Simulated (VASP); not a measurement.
# Cd (Fd-3m) in VASP: further runs

Runs on Cd. Level: revPBE. Tasks: single point.

Everything below comes from runs of VASP 6.6.1. Logs are shortened: lines on timing, memory, paths and dates and some standing lists are left out, and cuts for length are marked.

## 1. The cell of the first run

It takes space group Fd-3m (No. 227, cubic). Conventional cell: a = 6.870 Å, b = 6.870 Å, c = 6.870 Å, α = 90.00°, β = 90.00°, γ = 90.00°. Cd (site symmetry -43m) has 4 Cd at 2.97 Å within 3.9 Å.

## 2. Single point, revPBE

INCAR

```
SYSTEM = Cd
ALGO = Normal
EDIFF = 1E-7
ENCUT = 520
GGA = RE
ISIF = 2
ISMEAR = -1
LASPH = .True.
LCHARG = .False.
LREAL = .False.
LWAVE = .False.
NBANDS = 19
NELM = 80
PREC = Accurate
SIGMA = 0.1
```

KPOINTS

```
k-points
0
Gamma
  9 9 9
  0 0 0
```

POSCAR

```
Cd
1.0
    0.0000000000      3.4351450985      3.4351450985
    3.4351450985      0.0000000000      3.4351450985
    3.4351450985      3.4351450985      0.0000000000
Cd
2
Direct
    0.1250000000      0.1250000000      0.1250000000
    0.8750000000      0.8750000000      0.8750000000
```

Potentials or basis: VASP PAW PBE potentials, release 64 (Cd).

Launch:

```sh
$ cat potpaw_PBE.64/Cd/POTCAR > POTCAR
$ mpirun -np 1 vasp_std > vasp.out
```

OUTCAR:

```text
SYSTEM = Cd
   EDIFF = 1E-7
   ENCUT = 520
   GGA = RE
   ISIF = 2
   ISMEAR = -1
   LASPH = .True.
   LREAL = .False.
   NELM = 80
   PREC = Accurate

 ion  position               nearest neighbor table
   1  0.125  0.125  0.125-   2 2.97   2 2.97   2 2.97   2 2.97
   2  0.875  0.875  0.875-   1 2.97   1 2.97   1 2.97   1 2.97

  LATTYP: Found a face centered cubic cell.
 ALAT       =     6.8702901970

  Lattice vectors:

 A1 = (   0.0000000000,   3.4351450985,   3.4351450985)
 A2 = (   3.4351450985,   0.0000000000,   3.4351450985)
 A3 = (   3.4351450985,   3.4351450985,   0.0000000000)

Analysis of symmetry for initial positions (statically):
=====================================================================
 Subroutine PRICEL returns:
 Original cell was already a primitive cell.

 Routine SETGRP: Setting up the symmetry group for a
 face centered cubic supercell.

 Subroutine GETGRP returns: Found 48 space group operations
 (whereof 12 operations were pure point group operations)
 out of a pool of 48 trial point group operations.

The static configuration has the point symmetry D_3d.
 The point group associated with its full space group is O_h .

Analysis of symmetry for dynamics (positions and initial velocities):
=====================================================================
 Subroutine PRICEL returns:
 Original cell was already a primitive cell.

 Routine SETGRP: Setting up the symmetry group for a
 face centered cubic supercell.

 Subroutine GETGRP returns: Found 48 space group operations
 (whereof 12 operations were pure point group operations)
 out of a pool of 48 trial point group operations.

The dynamic configuration has the point symmetry D_3d.
 The point group associated with its full space group is O_h .

 Subroutine INISYM returns: Found 48 space group operations
 (whereof 12 operations are pure point group operations),
 and found     1 'primitive' translations

----------------------------------------------------------------------------------------

                                     Primitive cell

  volume of cell :      81.0709

  direct lattice vectors                    reciprocal lattice vectors
     0.000000000  3.435145099  3.435145099    -0.145554259  0.145554259  0.145554259
     3.435145099  0.000000000  3.435145099     0.145554259 -0.145554259  0.145554259
     3.435145099  3.435145099  0.000000000     0.145554259  0.145554259 -0.145554259

  length of vectors
     4.858028787  4.858028787  4.858028787     0.252107372  0.252107372  0.252107372

  position of ions in fractional coordinates (direct lattice)
     0.125000000  0.125000000  0.125000000
     0.875000000  0.875000000  0.875000000

  ion indices of the primitive-cell ions
   primitive index   ion index
                 1           1
                 2           2

----------------------------------------------------------------------------------------

 KPOINTS: k-points

Automatic generation of k-mesh.
 Grid dimensions read from file:
 generate k-points for:    9    9    9

 Generating k-lattice:

  Cartesian coordinates                     Fractional coordinates (reciprocal lattice)
    -0.016172695  0.016172695  0.016172695     0.111111111  0.000000000  0.000000000
     0.016172695 -0.016172695  0.016172695     0.000000000  0.111111111  0.000000000
     0.016172695  0.016172695 -0.016172695     0.000000000  0.000000000  0.111111111

  Length of vectors
     0.028011930  0.028011930  0.028011930

  Shift w.r.t. Gamma in fractional coordinates (k-lattice)
     0.000000000  0.000000000  0.000000000

 Subroutine IBZKPT returns following result:
 ===========================================

 Found     35 irreducible k-points:

 Following reciprocal coordinates:
            Coordinates               Weight
  0.000000  0.000000  0.000000      1.000000
  0.111111  0.000000  0.000000      8.000000
  0.222222  0.000000  0.000000      8.000000
  0.333333  0.000000  0.000000      8.000000
  0.444444  0.000000  0.000000      8.000000
  0.111111  0.111111  0.000000      6.000000
[... 16 lines left out ...]
 -0.333333  0.333333  0.000000     12.000000
  0.444444  0.444444  0.000000      6.000000
 [... further k-points ...]
   k-points           NKPTS =     35   k-points in BZ     NKDIM =     35   number of bands    NBANDS=     19
   number of dos      NEDOS =    301   number of ions     NIONS =      2
   total plane-waves  NPLWV =  46656
   dimension x,y,z NGX =    36 NGY =   36 NGZ =   36
   dimension x,y,z NGXF=    72 NGYF=   72 NGZF=   72
   ions per type =               2
   NGX,Y,Z   is equivalent  to a cutoff of  12.32, 12.32, 12.32 a.u.
   NGXF,Y,Z  is equivalent  to a cutoff of  24.64, 24.64, 24.64 a.u.
 SYSTEM =  Cd
   PREC   = accura    normal or accurate (medium, high low for compatibility)
   ISTART =      0    job   : 0-new  1-cont  2-samecut
   ICHARG =      2    charge: 1-file 2-atom 10-const
   ISPIN  =      1    spin polarized calculation?
   LNONCOLLINEAR =      F non collinear calculations
   LSORBIT =      F    spin-orbit coupling
   LASPH  =      T    aspherical Exc in radial PAW
   ENCUT  =  520.0 eV  38.22 Ry    6.18 a.u.   9.03  9.03  9.03*2*pi/ulx,y,z
   NELM   =     80;   NELMIN=  2; NELMDL= -5     # of ELM steps
   EDIFF  = 0.1E-06   stopping-criterion for ELM
   LREAL  =      F    real-space projection
   EDIFFG = 0.1E-05   stopping-criterion for IOM
   NSW    =      0    number of steps for IOM
   IBRION =     -1    ionic relax: 0-MD 1-quasi-New 2-CG
   NFREE  =      0    steps in history (QN), initial steepest desc. (CG)
   ISIF   =      2    stress and relaxation
   ISYM   =      2    0-nonsym 1-usesym 2-fastsym
   POTIM  = 0.5000    time-step for ionic-motion
   TEBEG  =    0.0;   TEEND  =   0.0 temperature during run
   PSTRESS=    0.0 pullay stress
   NELECT =      24.0000    total number of electrons
   NUPDOWN=      -1.0000    fix difference up-down
   EMIN   =  10.00;   EMAX   =-10.00  energy-range for DOS
   EFERMI =   0.00;   METHOD = LEGACY
   ISMEAR =    -1;   SIGMA  =   0.10  broadening in eV -4-tet -1-fermi 0-gaus
   EFERMI_NEDOS =   21; number of points for ismear=-14 and -15
   IALGO  =     38    algorithm
   IMIX   =      4    mixing-type and parameters
     AMIX     =   0.40;   BMIX     =  1.00
     AMIX_MAG =   1.60;   BMIX_MAG =  1.00
  volume/ion in A,a.u.               =      40.54       273.55
  Fermi-wavevector in a.u.,A,eV,Ry     =   1.091081  2.061843 16.197149  1.190457
  Thomas-Fermi vector in A             =   2.227318
   LORBIT       =      0    0 simple, 1 ext, 2 COOP (PROOUT), +10 PAW based schemes
   GGA     = RE    functional components
   LHFCALC =     F    Hartree Fock is set to
   AEXX    =    0.0000 exact exchange contribution
   IVDW    =     0    specifies the selected vdW correction
   LEPSILON=     F    determine dielectric tensor
   LRPA    =     F    only Hartree local field effects (RPA)
 non-spin polarized calculation
  energy-cutoff  :      520.00
  volume of cell :       81.07
 maximum number of plane-waves:      2195
   NGX = 19   NGY = 19   NGZ = 19

 number of electron      24.0000009 magnetization

 Free energy of the ion-electron system (eV)
  ---------------------------------------------------
  ext. energy  EPLUGINS =         0.00000000
  ---------------------------------------------------
  free energy    TOTEN  =        -0.34002254 eV

  energy without entropy =       -0.29691706  energy(sigma->0) =       -0.31846980

 E-fermi :   0.0169     XC(G=0):  -7.5958

 val. band max:        0.0061577029   @ k =  -0.4444   0.3333   0.0000
 cond. band min:       0.0624826909   @ k =  -0.2222   0.3333   0.1111
 fundamental gap:      0.0563249880
 Fermi energy:         0.0168750039

 k-point     1 :       0.0000    0.0000    0.0000
  band No.  band energies     occupation
      1      -9.0707      2.00000
      2      -9.0707      2.00000
      3      -9.0707      2.00000
      4      -9.0253      2.00000
      5      -9.0253      2.00000
      6      -8.4902      2.00000
[... 11 lines left out ...]
     18       5.1505      0.00000
     19       6.6540      0.00000

 k-point     2 :       0.1111    0.0000    0.0000
  band No.  band energies     occupation
      1      -9.0949      2.00000
      2      -9.0949      2.00000
      3      -9.0680      2.00000
      4      -8.9923      2.00000
      5      -8.9923      2.00000
      6      -8.5026      2.00000
[... 11 lines left out ...]
     18       5.9274      0.00000
     19       7.4586      0.00000

 k-point     3 :       0.2222    0.0000    0.0000
  band No.  band energies     occupation
      1      -9.1172      2.00000
      2      -9.1172      2.00000
      3      -9.0615      2.00000
      4      -8.9507      2.00000
      5      -8.9507      2.00000
      6      -8.5279      2.00000
[... 11 lines left out ...]
     18       7.1697      0.00000
     19       7.7183      0.00000

 k-point     4 :       0.3333    0.0000    0.0000
  band No.  band energies     occupation
      1      -9.1242      2.00000
      2      -9.1241      2.00000
      3      -9.0544      2.00000
      4      -8.9284      2.00000
      5      -8.9284      2.00000
      6      -8.5587      2.00000
[... 11 lines left out ...]
     18       7.2038      0.00000
     19       8.6013      0.00000

 k-point     5 :       0.4444    0.0000    0.0000
  band No.  band energies     occupation
      1      -9.1226      2.00000
      2      -9.1226      2.00000
      3      -9.0498      2.00000
      4      -8.9245      2.00000
      5      -8.9245      2.00000
      6      -8.5789      2.00000
[... 11 lines left out ...]
     18       6.9219      0.00000
     19      10.1221      0.00000
[... 334 lines left out ...]
      2      -9.1303      2.00000
      3      -9.0605      2.00000
      4      -8.8780      2.00000
      5      -8.8109      2.00000
      6      -8.6972      2.00000
[... 11 lines left out ...]
     18       9.2075      0.00000
     19      11.4127      0.00000

 k-point    22 :      -0.4444    0.3333    0.0000
  band No.  band energies     occupation
      1      -9.1892      2.00000
      2      -9.1410      2.00000
      3      -9.0093      2.00000
      4      -8.8523      2.00000
      5      -8.7668      2.00000
      6      -8.7088      2.00000
[... 11 lines left out ...]
     18       8.7853      0.00000
     19      10.0677      0.00000

 k-point    23 :      -0.3333    0.3333    0.0000
  band No.  band energies     occupation
      1      -9.1972      2.00000
      2      -9.1505      2.00000
      3      -8.9876      2.00000
      4      -8.7931      2.00000
      5      -8.7619      2.00000
      6      -8.7579      2.00000
[... 11 lines left out ...]
     18       8.1027      0.00000
     19       8.5112      0.00000

 k-point    24 :       0.4444    0.4444    0.0000
  band No.  band energies     occupation
      1      -9.1336      2.00000
      2      -9.1336      2.00000
      3      -9.0594      2.00000
      4      -8.9624      2.00000
      5      -8.7531      2.00000
      6      -8.6413      2.00000
[... 11 lines left out ...]
     18      10.4022      0.00000
     19      11.1925      0.00000

 [... further k-points ...]
[... 5 lines left out ...]
  --------------------------------------------------------------------------------------
  -------------------------------------------------------------------------------------
  Total        0.0596915      0.0596915      0.0596915      0.0000000     -0.0000000      0.0000000
  in kB        1.1796622      1.1796622      1.1796622      0.0000000     -0.0000000      0.0000000
  external PRESSURE =       1.1796622 kB  Pullay stress =       0.0000000 kB

 VOLUME and BASIS-vectors are now :
 -----------------------------------------------------------------------------
  energy-cutoff  :      520.00
  volume of cell :       81.07
      direct lattice vectors                 reciprocal lattice vectors
     0.000000000  3.435145099  3.435145099    -0.145554259  0.145554259  0.145554259
     3.435145099  0.000000000  3.435145099     0.145554259 -0.145554259  0.145554259
     3.435145099  3.435145099  0.000000000     0.145554259  0.145554259 -0.145554259

 POSITION                                       TOTAL-FORCE (eV/Angst)
 -----------------------------------------------------------------------------------
      0.85879      0.85879      0.85879         0.000000     -0.000000     -0.000000
      6.01150      6.01150      6.01150        -0.000000      0.000000      0.000000
 -----------------------------------------------------------------------------------
    total drift:                                0.000000      0.000000      0.000000

  FREE ENERGIE OF THE ION-ELECTRON SYSTEM (eV)
  ---------------------------------------------------
  free  energy   TOTEN  =        -0.3400225431 eV

  energy  without entropy=       -0.2969170624  energy(sigma->0) =       -0.31846980
```

Run time: 44 s. Hardware: 1 thread of Intel Xeon Platinum 8175M at 2.50GHz (Skylake/Cascade Lake), shared host; peak memory 0.21 GiB.

What came out:

```yaml
Free_energy: -0.3400 eV
Pressure: 0.1 GPa
Band_gap_on_the_k_mesh: zero (band 12 reaches 3.90 eV, above the bottom of band 13 at -0.28 eV)
```

Levels at points of the mesh, in eV from the Fermi level:
```csv
k point,band 9,band 10,band 11,band 12,band 13,band 14,band 15,band 16
"(0.00, 0.00, 0.00)",-8.40,-8.40,-6.02,3.89,3.89,3.89,4.07,5.13
```

Caveat: the PAW data sets were made with another functional, which shifts forces and pressure a little.

## 3. Single point, revPBE

INCAR

```
ALGO = Normal ; EDIFF = 1E-7
ENCUT = 520 ; GGA = RE
ISIF = 2 ; ISMEAR = -1
LASPH = True ; LCHARG = False
LREAL = False ; LWAVE = False
NBANDS = 19 ; NELM = 80
PREC = Accurate ; SIGMA = 0.1
```

KPOINTS

```
k-points
0
Gamma
  9 9 9
```

POSCAR is that of step 2.

Potentials or basis: VASP PAW PBE potentials, release 64 (Cd).

Launch:

```sh
$ cat potpaw_PBE.64/Cd/POTCAR > POTCAR
$ mpirun -np 1 vasp_std > vasp.out
```

OUTCAR:

```text
EDIFF = 1E-7
   ENCUT = 520
   GGA = RE
   ISIF = 2
   ISMEAR = -1
   LASPH = True
   LREAL = False
   NELM = 80
   PREC = Accurate

 ion  position               nearest neighbor table
   1  0.125  0.125  0.125-   2 2.97   2 2.97   2 2.97   2 2.97
   2  0.875  0.875  0.875-   1 2.97   1 2.97   1 2.97   1 2.97

  LATTYP: Found a face centered cubic cell.
 ALAT       =     6.8702901970

  Lattice vectors:

 A1 = (   0.0000000000,   3.4351450985,   3.4351450985)
 A2 = (   3.4351450985,   0.0000000000,   3.4351450985)
 A3 = (   3.4351450985,   3.4351450985,   0.0000000000)

Analysis of symmetry for initial positions (statically):
=====================================================================
 Subroutine PRICEL returns:
 Original cell was already a primitive cell.

 Routine SETGRP: Setting up the symmetry group for a
 face centered cubic supercell.

 Subroutine GETGRP returns: Found 48 space group operations
 (whereof 12 operations were pure point group operations)
 out of a pool of 48 trial point group operations.

[... 152 lines left out ...]

 number of electron      24.0000009 magnetization

 Free energy of the ion-electron system (eV)
  ---------------------------------------------------
  ext. energy  EPLUGINS =         0.00000000
  ---------------------------------------------------
  free energy    TOTEN  =        -0.34002254 eV

  energy without entropy =       -0.29691706  energy(sigma->0) =       -0.31846980

 E-fermi :   0.0169     XC(G=0):  -7.5958

 val. band max:        0.0061577029   @ k =  -0.4444   0.3333   0.0000
 cond. band min:       0.0624826909   @ k =  -0.2222   0.3333   0.1111
 fundamental gap:      0.0563249880
 Fermi energy:         0.0168750039

 k-point     1 :       0.0000    0.0000    0.0000
  band No.  band energies     occupation
      1      -9.0707      2.00000
      2      -9.0707      2.00000
      3      -9.0707      2.00000
      4      -9.0253      2.00000
      5      -9.0253      2.00000
      6      -8.4902      2.00000
[... 505 lines left out ...]
      6      -8.6413      2.00000
[... 11 lines left out ...]
     18      10.4022      0.00000
     19      11.1925      0.00000

 [... further k-points ...]
[... 5 lines left out ...]
  --------------------------------------------------------------------------------------
  -------------------------------------------------------------------------------------
  Total        0.0596915      0.0596915      0.0596915      0.0000000     -0.0000000      0.0000000
  in kB        1.1796622      1.1796622      1.1796622      0.0000000     -0.0000000      0.0000000
  external PRESSURE =       1.1796622 kB  Pullay stress =       0.0000000 kB

 VOLUME and BASIS-vectors are now :
 -----------------------------------------------------------------------------
  energy-cutoff  :      520.00
  volume of cell :       81.07
      direct lattice vectors                 reciprocal lattice vectors
     0.000000000  3.435145099  3.435145099    -0.145554259  0.145554259  0.145554259
     3.435145099  0.000000000  3.435145099     0.145554259 -0.145554259  0.145554259
     3.435145099  3.435145099  0.000000000     0.145554259  0.145554259 -0.145554259

 POSITION                                       TOTAL-FORCE (eV/Angst)
 -----------------------------------------------------------------------------------
      0.85879      0.85879      0.85879         0.000000     -0.000000     -0.000000
      6.01150      6.01150      6.01150        -0.000000      0.000000      0.000000
 -----------------------------------------------------------------------------------
    total drift:                                0.000000      0.000000      0.000000

  FREE ENERGIE OF THE ION-ELECTRON SYSTEM (eV)
  ---------------------------------------------------
  free  energy   TOTEN  =        -0.3400225431 eV

  energy  without entropy=       -0.2969170624  energy(sigma->0) =       -0.31846980
```

stdout:

```text
POSCAR found type information on POSCAR Cd
 POSCAR found :  1 types and       2 ions
 scaLAPACK will be used
 -----------------------------------------------------------------------------
|                                                                             |
|                                                                             |
|     You enforced a specific xc type in the INCAR file but a different       |
|     I HOPE YOU KNOW WHAT YOU ARE DOING!                                     |
|                                                                             |
 -----------------------------------------------------------------------------

 LDA part: xc-table for (Slater+PW92), standard interpolation
 POSCAR, INCAR and KPOINTS ok, starting setup
 FFT: planning ... GRIDC
 FFT: planning ... GRID_SOFT
 FFT: planning ... GRID
 WAVECAR not read
 entering main loop
```

Wall time 45 s (1 thread of Intel Xeon Platinum 8175M at 2.50GHz (Skylake/Cascade Lake), shared host); peak memory 0.21 GiB.

Results:

| Quantity | Value |
| --- | --- |
| Free energy | -0.3400 eV |
| Pressure | 0.1 GPa |
| Band gap on the k mesh | zero (band 12 reaches 3.90 eV, above the bottom of band 13 at -0.28 eV) |

Caveat: the PAW data sets were made with another functional, which shifts forces and pressure a little.
